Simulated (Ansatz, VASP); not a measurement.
## Two plane-wave programs on Zr

```xyz
1
Lattice="2.7837 0.0000 0.0000 0.0000 2.7837 0.0000 0.0000 0.0000 2.7837" Properties=species:S:1:pos:R:3 pbc="T T T"
Zr    0.0000    0.0000    0.0000
```

Alike in both runs: task single point; functional r2SCAN; k mesh 12 × 12 × 12; occupations fermi-dirac, width 0.1 eV; no spin polarisation.

```csv
,VASP,Ansatz
version,VASP 6.6.1,Ansatz 0.2.0
potentials or method,"VASP PAW PBE potentials, release 64 (Zr_sv), cutoff 550 eV","plane waves (500 eV) with PAW, scalar-relativistic"
valence electrons in the cell,12,12
```

|  | VASP | Ansatz | Ansatz less VASP |
| --- | --- | --- | --- |
| pressure (GPa) | 10.9 | 10.8 | -0.14 |

VASP's potentials were made for PBE, not for r2SCAN. With one functional, cell and mesh, what is left measures potentials, basis and numerics.
